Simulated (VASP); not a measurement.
MgBe2SeS2: relaxation of cell and atoms with PBE

MgBe2SeS2:

```
Mg Be Se S
1.0
     3.45570    0.00000    0.00000
     0.00000    3.45570    0.00000
     0.00000    0.00000   10.79980
Mg Be Se S
1 2 1 2
Direct
  0.00000 0.00000 0.00000
  0.50000 0.00000 0.42725
  0.00000 0.50000 0.57275
  0.50000 0.50000 0.00000
  0.50000 0.00000 0.61583
  0.00000 0.50000 0.38417
```

- Program: VASP 6.6.1
- Task: relaxation of cell and atoms
- Functional: PBE
- Potentials or basis: VASP PAW PBE potentials, release 64 (Mg, Be, Se, S)
- Cutoff: 600 eV
- k mesh: 8 × 8 × 4
- Occupations: gaussian, width 0.02 eV
- Spin: no spin polarisation
- Dipole correction: no
- Further INCAR settings: ALGO = Normal; EDIFF = 1e-06; IBRION = 2; EDIFFG = -0.01; NSW = 100; ISIF = 3

```json
{"Relaxed volume": "22.61 Å³/atom", "Relaxed cell": "a = 3.453 Å, b = 3.453 Å, c = 11.375 Å, α = 90.00°, β = 90.00°, γ = 90.00°", "Space group after relaxing (to 0.05 Å)": "P-4m2 (No. 115)", "Energy gained by relaxing": "0.4 meV/atom", "Ionic steps": "19", "Pressure after relaxing": "0.0 GPa", "Band gap on the k mesh": "0.70 eV, indirect (least direct gap 0.89 eV)"}
```

Forces in eV/Å, atoms in the order of the input:
```
Mg   0.000  0.000  0.000
Be   0.000  0.000  0.001
Be   0.000  0.000 -0.001
Se   0.000  0.000  0.000
S    0.000  0.000 -0.002
S    0.000  0.000  0.002
```

The path:
```
step  energy change (eV)  largest force (eV/Å)  pressure (GPa)  volume (Å³)
   1              0.0000                0.0180            0.01       128.97
   2             -0.0002                0.0219            0.02       128.99
   3             -0.0002                0.0279            0.02       128.99
   4             -0.0003                0.0221            0.04       129.04
   5             -0.0004                0.0070            0.11       129.18
   6             -0.0005                0.0259            0.25       129.47
   7             -0.0005                0.0134            0.18       129.35
   8             -0.0005                0.0129            0.19       129.39
   9             -0.0006                0.0132            0.17       129.52
  10             -0.0008                0.0137            0.14       129.77
  11             -0.0010                0.0220            0.09       130.26
  12             -0.0012                0.0405           -0.02       131.26
  13             -0.0013                0.0394           -0.02       131.42
  14             -0.0016                0.0363           -0.01       131.92
  15             -0.0020                0.0290            0.01       132.91
  16             -0.0024                0.0107            0.05       134.90
  17             -0.0024                0.0071            0.05       135.34
  18             -0.0022                0.0117           -0.12       136.43
  19             -0.0025                0.0023            0.00       135.64
```

Final structure:
```yaml
crystal:
  lattice:
    - [3.45325, 0.00000, 0.00000]
    - [0.00000, 3.45325, 0.00000]
    - [0.00000, 0.00000, 11.37487]
  atoms:
    - { symbol: Mg, position: [0.00000, 0.00000, 0.00000] }
    - { symbol: Be, position: [0.50000, 0.00000, 0.43084] }
    - { symbol: Be, position: [0.00000, 0.50000, 0.56916] }
    - { symbol: Se, position: [0.50000, 0.50000, 0.00000] }
    - { symbol: S, position: [0.50000, 0.00000, 0.61013] }
    - { symbol: S, position: [0.00000, 0.50000, 0.38987] }
```

Levels at points of the mesh, in eV from the valence-band top:
| k point | band 9 | band 10 | band 11 | band 12 | band 13 | band 14 | band 15 | band 16 |
| --- | --- | --- | --- | --- | --- | --- | --- | --- |
| (0.00, 0.00, 0.00) | -1.22 | -1.22 | -0.52 | -0.52 | 1.78 | 1.94 | 3.02 | 4.69 |
| (0.50, 0.00, 0.00) | -1.24 | -1.23 | -1.23 | 0.00 | 2.87 | 3.16 | 3.47 | 4.07 |
| (0.50, 0.50, 0.00) | -3.70 | -3.28 | -3.28 | -0.19 | 0.70 | 0.70 | 2.02 | 4.66 |
| (0.00, 0.00, 0.50) | -1.22 | -1.22 | -0.52 | -0.52 | 1.91 | 1.91 | 2.84 | 4.69 |
| (0.50, 0.00, 0.50) | -1.23 | -1.23 | -1.21 | 0.00 | 3.05 | 3.14 | 3.40 | 4.07 |
| (0.50, 0.50, 0.50) | -3.69 | -3.28 | -3.28 | -0.19 | 0.70 | 0.70 | 2.04 | 4.54 |

Run time: 14 min on 1 thread of AMD EPYC 7R13 Processor (Zen 3) (shared host), peak memory 0.32 GiB.

A k mesh can miss the band edges. PBE gaps usually lie below the measured ones, often by a third to a half.
